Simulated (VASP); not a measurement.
# Zn (Fm-3m) in VASP: settings compared

Aim: see how the results for Zn move with the level of theory and the settings. Levels: LDA, HSE06, PBE+D4. Tasks: vibrations by perturbation theory, electric field gradients, single point.

Program: VASP 6.6.1. These are calculated values, not measurements. Logs are shortened: lines on timing, memory, paths and dates and some standing lists are left out, and cuts for length are marked.

## Step 1: The cell of the first run

Symmetry: Fm-3m, No. 225, cubic system. The conventional cell has a = 3.930 Å, b = 3.930 Å, c = 3.930 Å, α = 90.00°, β = 90.00°, γ = 90.00°. Within 3.7 Å of Zn (site symmetry m-3m) lie 12 Zn at 2.78 Å.

This isn't the form of Zn at room conditions, which is hcp.

## Step 2: Vibrations by perturbation theory, LDA

The input, INCAR:

```
SYSTEM = Zn
PREC = Accurate
ENCUT = 520
EDIFF = 1E-8
ISMEAR = -1
SIGMA = 0.05
LREAL = .FALSE.
LASPH = .TRUE.
NELM = 80
ALGO = Fast
ISIF = 2
LWAVE = .FALSE.
LCHARG = .FALSE.
IBRION = 8
NSW = 1
```

The input, KPOINTS:

```
regular mesh
0
G
  9 9 9
  0 0 0
```

The input, POSCAR:

```
Zn
1.0
    0.0000000000      1.9647760000      1.9647760000
    1.9647760000      0.0000000000      1.9647760000
    1.9647760000      1.9647760000      0.0000000000
Zn
1
Direct
    0.0000000000      0.0000000000      0.0000000000
```

Potentials or basis: VASP PAW LDA potentials, release 64 (Zn).

The run is started by

```
> cat potpaw_LDA.64/Zn/POTCAR > POTCAR
> mpirun -np 1 vasp_std > vasp.out
```

OUTCAR:

```text
SYSTEM = Zn
   PREC = Accurate
   ENCUT = 520
   EDIFF = 1E-8
   ISMEAR = -1
   LREAL = .FALSE.
   LASPH = .TRUE.
   NELM = 80
   ISIF = 2
   IBRION = 8
   NSW = 1

 ion  position               nearest neighbor table
   1  0.000  0.000  0.000-

  LATTYP: Found a face centered cubic cell.
 ALAT       =     3.9295520000

  Lattice vectors:

 A1 = (   0.0000000000,   1.9647760000,   1.9647760000)
 A2 = (   1.9647760000,   0.0000000000,   1.9647760000)
 A3 = (   1.9647760000,   1.9647760000,   0.0000000000)

Analysis of symmetry for initial positions (statically):
=====================================================================
 Subroutine PRICEL returns:
 Original cell was already a primitive cell.

 Routine SETGRP: Setting up the symmetry group for a
 face centered cubic supercell.

 Subroutine GETGRP returns: Found 48 space group operations
 (whereof 48 operations were pure point group operations)
 out of a pool of 48 trial point group operations.

The static configuration has the point symmetry O_h .

Analysis of symmetry for dynamics (positions and initial velocities):
=====================================================================
 Subroutine PRICEL returns:
 Original cell was already a primitive cell.

 Routine SETGRP: Setting up the symmetry group for a
 face centered cubic supercell.

 Subroutine GETGRP returns: Found 48 space group operations
 (whereof 48 operations were pure point group operations)
 out of a pool of 48 trial point group operations.

The dynamic configuration has the point symmetry O_h .

 Subroutine INISYM returns: Found 48 space group operations
 (whereof 48 operations are pure point group operations),
 and found     1 'primitive' translations

----------------------------------------------------------------------------------------

                                     Primitive cell

  volume of cell :      15.1694

  direct lattice vectors                    reciprocal lattice vectors
     0.000000000  1.964776000  1.964776000    -0.254481936  0.254481936  0.254481936
     1.964776000  0.000000000  1.964776000     0.254481936 -0.254481936  0.254481936
     1.964776000  1.964776000  0.000000000     0.254481936  0.254481936 -0.254481936

  length of vectors
     2.778612866  2.778612866  2.778612866     0.440775643  0.440775643  0.440775643

  position of ions in fractional coordinates (direct lattice)
     0.000000000  0.000000000  0.000000000

  ion indices of the primitive-cell ions
   primitive index   ion index
                 1           1

----------------------------------------------------------------------------------------

 KPOINTS: regular mesh

Automatic generation of k-mesh.
 Grid dimensions read from file:
 generate k-points for:    9    9    9

 Generating k-lattice:

  Cartesian coordinates                     Fractional coordinates (reciprocal lattice)
    -0.028275771  0.028275771  0.028275771     0.111111111  0.000000000  0.000000000
     0.028275771 -0.028275771  0.028275771     0.000000000  0.111111111  0.000000000
     0.028275771  0.028275771 -0.028275771     0.000000000  0.000000000  0.111111111

  Length of vectors
     0.048975071  0.048975071  0.048975071

  Shift w.r.t. Gamma in fractional coordinates (k-lattice)
     0.000000000  0.000000000  0.000000000

 Subroutine IBZKPT returns following result:
 ===========================================

 Found     35 irreducible k-points:

 Following reciprocal coordinates:
            Coordinates               Weight
  0.000000  0.000000  0.000000      1.000000
  0.111111  0.000000  0.000000      8.000000
  0.222222  0.000000  0.000000      8.000000
  0.333333  0.000000  0.000000      8.000000
[... 55 lines left out ...]
   EFERMI_NEDOS =   21; number of points for ismear=-14 and -15
   IALGO  =     68    algorithm
   IMIX   =      4    mixing-type and parameters
     AMIX     =   0.40;   BMIX     =  1.00
     AMIX_MAG =   1.60;   BMIX_MAG =  1.00
  volume/ion in A,a.u.               =      15.17       102.37
  Fermi-wavevector in a.u.,A,eV,Ry     =   1.514069  2.861175 31.190044  2.292404
  Thomas-Fermi vector in A             =   2.623775
   LORBIT       =      0    0 simple, 1 ext, 2 COOP (PROOUT), +10 PAW based schemes
   GGA     = CA    functional components
   LHFCALC =     F    Hartree Fock is set to
   AEXX    =    0.0000 exact exchange contribution
   IVDW    =     0    specifies the selected vdW correction
   LEPSILON=     F    determine dielectric tensor
   LRPA    =     F    only Hartree local field effects (RPA)
 non-spin polarized calculation
 RMM-DIIS sequential band-by-band and
  energy-cutoff  :      520.00
  volume of cell :       15.17
 maximum number of plane-waves:       419
 NGX is ok and might be reduce to    24
   NGX = 11   NGY = 11   NGZ = 11

--------------------------------------- Ionic step        1  -------------------------------------------

 number of electron      12.0000008 magnetization

 Free energy of the ion-electron system (eV)
  ---------------------------------------------------
  ext. energy  EPLUGINS =         0.00000000
  ---------------------------------------------------
  free energy    TOTEN  =        -1.79466417 eV

  energy without entropy =       -1.79189958  energy(sigma->0) =       -1.79328188

 E-fermi :   2.7125     XC(G=0): -11.9109

 val. band max:        2.6604212132   @ k =  -0.4444   0.2222   0.0000
 cond. band min:       3.0014965703   @ k =  -0.3333   0.4444   0.2222
 fundamental gap:      0.3410753571
 Fermi energy:         2.7124989713

 k-point     1 :       0.0000    0.0000    0.0000
  band No.  band energies     occupation
      1      -7.5067      2.00000
      2      -4.8455      2.00000
      3      -4.8455      2.00000
      4      -4.8455      2.00000
      5      -4.4631      2.00000
      6      -4.4631      2.00000
      7      20.9605      0.00000
      8      20.9605      0.00000
      9      20.9605      0.00000
     10      21.8897      0.00000
[... 287 lines left out ...]
 k-point    24 :       0.4444    0.4444    0.0000
  band No.  band energies     occupation
      1      -5.5023      2.00000
      2      -5.4348      2.00000
      3      -4.1996      2.00000
      4      -4.1329      2.00000
      5      -4.1329      2.00000
      6       0.6952      2.00000
      7       5.9220      0.00000
      8      11.3632      0.00000
      9      11.3632      0.00000
     10      15.1175      0.00000

 [... further k-points ...]
[... 5 lines left out ...]
  --------------------------------------------------------------------------------------
  -------------------------------------------------------------------------------------
  Total       -0.7415813     -0.7415813     -0.7415813     -0.0000000     -0.0000000      0.0000000
  in kB      -78.3249624    -78.3249624    -78.3249624     -0.0000000     -0.0000000      0.0000000
  external PRESSURE =     -78.3249624 kB  Pullay stress =       0.0000000 kB

 VOLUME and BASIS-vectors are now :
 -----------------------------------------------------------------------------
  energy-cutoff  :      520.00
  volume of cell :       15.17
      direct lattice vectors                 reciprocal lattice vectors
     0.000000000  1.964776000  1.964776000    -0.254481936  0.254481936  0.254481936
     1.964776000  0.000000000  1.964776000     0.254481936 -0.254481936  0.254481936
     1.964776000  1.964776000  0.000000000     0.254481936  0.254481936 -0.254481936

 POSITION                                       TOTAL-FORCE (eV/Angst)
 -----------------------------------------------------------------------------------
      0.00000      0.00000      0.00000         0.000000     -0.000000      0.000000
 -----------------------------------------------------------------------------------
    total drift:                               -0.000000      0.000000      0.000000

  FREE ENERGIE OF THE ION-ELECTRON SYSTEM (eV)
  ---------------------------------------------------
  free  energy   TOTEN  =        -1.7946641748 eV

  energy  without entropy=       -1.7918995844  energy(sigma->0) =       -1.79328188

[... ionic steps 2 to 3 ...]

--------------------------------------- Ionic step        4  -------------------------------------------

 Free energy of the ion-electron system (eV)
  ---------------------------------------------------
  ---------------------------------------------------
  free energy    TOTEN  =        -0.20186258 eV

  energy without entropy =       -0.20186258

------------------------ aborting loop because EDIFF is reached ----------------------------------------

 INTERNAL STRAIN TENSOR  FOR ION    1  DIRECTION 1   (eV/Angst):
 -----------------------------------------------------------------------------
    -0.00189 -0.00000 -0.00000
     0.00000 -0.00153  0.00000
    -0.00000  0.00000 -0.00153

 INTERNAL STRAIN TENSOR FOR ION    1 for displacements in x,y,z  (eV/Angst):
          X           Y           Z          XY          YZ          ZX
  --------------------------------------------------------------------------------
  x     0.00000     0.00000     0.00000     0.00000     0.00000     0.00000
  y     0.00000     0.00000     0.00000     0.00000     0.00000     0.00000
  z     0.00000     0.00000     0.00000     0.00000     0.00000     0.00000

 SECOND DERIVATIVES (NOT SYMMETRIZED)
 ------------------------------------
               1X          1Y          1Z
  1X    -0.053513    0.000000    0.000000
  1Y     0.000000   -0.053513    0.000000
  1Z     0.000000    0.000000   -0.053513

 Eigenvectors and eigenvalues of the dynamical matrix
 ----------------------------------------------------

   1 f  =    0.447225 THz     2.809994 2PiTHz   14.917804 cm-1     1.849571 meV
             X         Y         Z           dx          dy          dz
      0.000000  0.000000  0.000000     1.000000    0.000000    0.000000

   2 f  =    0.447225 THz     2.809994 2PiTHz   14.917804 cm-1     1.849571 meV
             X         Y         Z           dx          dy          dz
      0.000000  0.000000  0.000000     0.000000    1.000000    0.000000

   3 f  =    0.447225 THz     2.809994 2PiTHz   14.917804 cm-1     1.849571 meV
             X         Y         Z           dx          dy          dz
      0.000000  0.000000  0.000000     0.000000    0.000000    1.000000

--------------------------------------------------------------------------------------------------------

 ELASTIC MODULI CONTR FROM IONIC RELAXATION (kBar)
 Direction    XX          YY          ZZ          XY          YZ          ZX
 --------------------------------------------------------------------------------
 XX           0.0000      0.0000      0.0000      0.0000      0.0000      0.0000
 YY           0.0000      0.0000      0.0000      0.0000      0.0000      0.0000
 ZZ           0.0000      0.0000      0.0000      0.0000      0.0000      0.0000
 XY           0.0000      0.0000      0.0000      0.0000      0.0000      0.0000
 YZ           0.0000      0.0000      0.0000      0.0000      0.0000      0.0000
 ZX           0.0000      0.0000      0.0000      0.0000      0.0000      0.0000
 --------------------------------------------------------------------------------
```

It took 27 s on 1 thread of Intel Xeon 8259CL, shared host; peak memory 0.15 GiB.

Caveat: the cell stands under pressure or tension, which shifts response properties.

## Step 3: Electric field gradients, HSE06

POSCAR is that of step 2.

The input, INCAR.step1:

```
PREC = Accurate ; ENCUT = 400
ISMEAR = 0 ; SIGMA = 0.15
LREAL = F ; LASPH = T
NELM = 120 ; ALGO = Normal
ISIF = 2 ; LWAVE = T
LCHARG = F ; GGA = PE
EDIFF = 1E-5 ; NBANDS = 12
GGA_COMPAT = F
```

The input, INCAR.step2:

```
PREC = Accurate ; ENCUT = 400
EDIFF = 1E-8 ; ISMEAR = 0
SIGMA = 0.15 ; LREAL = F
LASPH = T ; NELM = 120
ALGO = Normal ; ISIF = 2
LWAVE = F ; LCHARG = F
GGA = PE ; LHFCALC = T
HFSCREEN = 0.2079 ; PRECFOCK = Normal
LEFG = T ; ISTART = 1
NBANDS = 12 ; GGA_COMPAT = F
```

The input, KPOINTS:

```
regular mesh
0
Gamma
  7 7 7
```

Potentials or basis: VASP PAW PBE potentials, release 64 (Zn).

The run is started by

```
> cat potpaw_PBE.64/Zn/POTCAR > POTCAR
> cp INCAR.step1 INCAR
> mpirun -np 1 vasp_std > vasp.out
> cp INCAR.step2 INCAR
> mpirun -np 1 vasp_std > vasp.out
```

OUTCAR:

```text
PREC = Accurate
   ENCUT = 400
   EDIFF = 1E-8
   ISMEAR = 0
   LREAL = F
   LASPH = T
   NELM = 120
   ISIF = 2
   GGA = PE
   LHFCALC = T
   HFSCREEN = 0.2079
   PRECFOCK = Normal
   ISTART = 1

 ion  position               nearest neighbor table
   1  0.000  0.000  0.000-

  LATTYP: Found a face centered cubic cell.
 ALAT       =     3.9295520000

  Lattice vectors:

 A1 = (   0.0000000000,   1.9647760000,   1.9647760000)
 A2 = (   1.9647760000,   0.0000000000,   1.9647760000)
 A3 = (   1.9647760000,   1.9647760000,   0.0000000000)

Analysis of symmetry for initial positions (statically):
=====================================================================
 Subroutine PRICEL returns:
 Original cell was already a primitive cell.

 Routine SETGRP: Setting up the symmetry group for a
 face centered cubic supercell.

 Subroutine GETGRP returns: Found 48 space group operations
 (whereof 48 operations were pure point group operations)
 out of a pool of 48 trial point group operations.

The static configuration has the point symmetry O_h .

Analysis of symmetry for dynamics (positions and initial velocities):
=====================================================================
 Subroutine PRICEL returns:
 Original cell was already a primitive cell.

 Routine SETGRP: Setting up the symmetry group for a
 face centered cubic supercell.

 Subroutine GETGRP returns: Found 48 space group operations
 (whereof 48 operations were pure point group operations)
 out of a pool of 48 trial point group operations.

The dynamic configuration has the point symmetry O_h .
[... 164 lines left out ...]
      7      22.6578      0.00000
      8      22.6578      0.00000
      9      22.6578      0.00000
     10      22.8461      0.00000
     11      25.1979      0.00000
     12      25.1979      0.00000
[... 271 lines left out ...]
 k-point    20 :      -0.2857    0.4286    0.1429
  band No.  band energies     occupation
      1      -7.1351      2.00000
      2      -6.9728      2.00000
      3      -6.7287      2.00000
      4      -6.3872      2.00000
      5      -6.0930      2.00000
      6       4.1651      0.00000
      7       4.8971      0.00000
      8       6.7742      0.00000
      9      10.4616      0.00000
     10      22.2338      0.00000
     11      27.6721      0.00000
     12      28.6241      0.00000

------------------------ aborting loop because EDIFF is reached ----------------------------------------

  FORCE on cell =-STRESS in cart. coord.  units (eV):
  Direction    XX          YY          ZZ          XY          YZ          ZX
  --------------------------------------------------------------------------------------
  -------------------------------------------------------------------------------------
  Total       -0.0857553     -0.0857553     -0.0857553     -0.0000000      0.0000000     -0.0000000
  in kB       -9.0573714     -9.0573714     -9.0573714     -0.0000000      0.0000000     -0.0000000
  external PRESSURE =      -9.0573714 kB  Pullay stress =       0.0000000 kB

 VOLUME and BASIS-vectors are now :
 -----------------------------------------------------------------------------
  energy-cutoff  :      400.00
  volume of cell :       15.17
      direct lattice vectors                 reciprocal lattice vectors
     0.000000000  1.964776000  1.964776000    -0.254481936  0.254481936  0.254481936
     1.964776000  0.000000000  1.964776000     0.254481936 -0.254481936  0.254481936
     1.964776000  1.964776000  0.000000000     0.254481936  0.254481936 -0.254481936

 POSITION                                       TOTAL-FORCE (eV/Angst)
 -----------------------------------------------------------------------------------
      0.00000      0.00000      0.00000         0.000000     -0.000000      0.000000
 -----------------------------------------------------------------------------------
    total drift:                                0.000028      0.000032     -0.000049

  FREE ENERGIE OF THE ION-ELECTRON SYSTEM (eV)
  ---------------------------------------------------
  free  energy   TOTEN  =        -1.2836459977 eV

  energy  without entropy=       -1.2836458325  energy(sigma->0) =       -1.28364592

 Electric field gradients (V/A^2)
---------------------------------------------------------------------
 ion       V_xx      V_yy      V_zz      V_xy      V_xz      V_yz
---------------------------------------------------------------------
   1      -0.000     0.000    -0.000     0.004     0.004     0.004
---------------------------------------------------------------------

 Electric field gradients after diagonalization (V/A^2)
 (convention: |V_zz| > |V_xx| > |V_yy|)
----------------------------------------------------------------------
 ion       V_xx      V_yy      V_zz     asymmetry (V_yy - V_xx)/ V_zz
----------------------------------------------------------------------
   1      -0.004    -0.004     0.007       0.003
----------------------------------------------------------------------

           NMR quadrupolar parameters

 Cq : quadrupolar parameter    Cq=e*Q*V_zz/h
 eta: asymmetry parameters     (V_yy - V_xx)/ V_zz
 Q  : nuclear electric quadrupole moment in mb (millibarn)
----------------------------------------------------------------------
 ion       Cq(MHz)       eta       Q (mb)
----------------------------------------------------------------------
   1       0.000       0.003       1.000
----------------------------------------------------------------------
```

OSZICAR.step1:

```text
N       E                     dE             d eps       ncg     rms          rms(c)
DAV:   1     0.379941392843E+02    0.37994E+02   -0.56236E+03   496   0.133E+03
DAV:   2    -0.186709818203E+00   -0.38181E+02   -0.34532E+02   492   0.188E+02
DAV:   3    -0.123176868619E+01   -0.10451E+01   -0.10430E+01   540   0.329E+01
DAV:   4    -0.123390705090E+01   -0.21384E-02   -0.21383E-02   580   0.138E+00
DAV:   5    -0.123390860803E+01   -0.15571E-05   -0.15572E-05   508   0.376E-02    0.278E+00
DAV:   6    -0.114188174211E+01    0.92027E-01   -0.48890E-01   584   0.141E+01    0.211E+00
DAV:   7    -0.113710878205E+01    0.47730E-02   -0.84886E-03   540   0.178E+00    0.107E+00
DAV:   8    -0.113497704622E+01    0.21317E-02   -0.10553E-03   588   0.453E-01    0.372E-02
DAV:   9    -0.113498416889E+01   -0.71227E-05   -0.78410E-05   632   0.117E-01
   1 F= -.11349842E+01 E0= -.11349765E+01  d E =-.153429E-04
```

Run time: 6.9 min. Hardware: 1 thread of Intel Xeon 6975P-C (Granite Rapids), shared host; peak memory 0.21 GiB.

Results:

```
Free energy                             : -1.2836 eV
Pressure                                : -0.9 GPa
Band gap on the k mesh                  : zero (bands 6 and 7 overlap by 1.81 eV)
Largest electric field gradient by atom : zero within the noise of the run
```

Caveat: the k points lie up to 0.40 Å⁻¹ apart, too coarse for converged energies and pressures of a metal; the PAW data sets were made with another functional, which shifts forces and pressure a little.

[end of part 1 of 2]
